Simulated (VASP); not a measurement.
Write the native input for VASP 6.6.1 that does the following.

```yaml
Task: single point
Functional: LDA
Potentials_or_basis: VASP PAW LDA potentials, release 64 (K_sv, Cl)
Cutoff: 520 eV
k_mesh: 7 × 7 × 7
Occupations: fermi-dirac, width 0.05 eV
Spin: no spin polarisation
Dipole_correction: no
Further_INCAR_settings: ALGO = Normal; EDIFF = 1e-06; NBANDS = 15
```

The structure of KCl lies in POSCAR:

```
KCl
1.0
    3.9144934694      0.0000000000      0.0000000000
    0.0000000000      3.9144934694      0.0000000000
    0.0000000000      0.0000000000      3.9144934694
K Cl
1 1
Direct
    0.0000000000      0.0000000000      0.0000000000
    0.5000000000      0.5000000000      0.5000000000
```

These files were run (other wordings do the same):

INCAR

```
SYSTEM = KCl
  ALGO = Normal
  EDIFF = 1E-6
  ENCUT = 520
  ISIF = 2
  ISMEAR = -1
  LASPH = .True.
  LCHARG = .False.
  LREAL = .False.
  LWAVE = .False.
  NBANDS = 15
  NELM = 100
  PREC = Accurate
  SIGMA = 0.05
```

KPOINTS

```
k-points
0
Gamma
  7 7 7
  0 0 0
```

Potentials or basis: VASP PAW LDA potentials, release 64 (K_sv, Cl).

Command:

```sh
$ cat potpaw_LDA.64/K_sv/POTCAR potpaw_LDA.64/Cl/POTCAR > POTCAR
$ mpirun -np 1 vasp_std > vasp.out
```

Results of the run:

```
Pressure               : -3.7 GPa
Band gap on the k mesh : 4.17 eV (least direct gap 4.35 eV)
```

Caveat: the cell stands under tension; an odd mesh through Γ misses points on the zone boundary, where band edges can lie.

Wall time 29 s on 1 thread of AMD EPYC 7R13, on a shared host, peak memory 0.12 GiB.
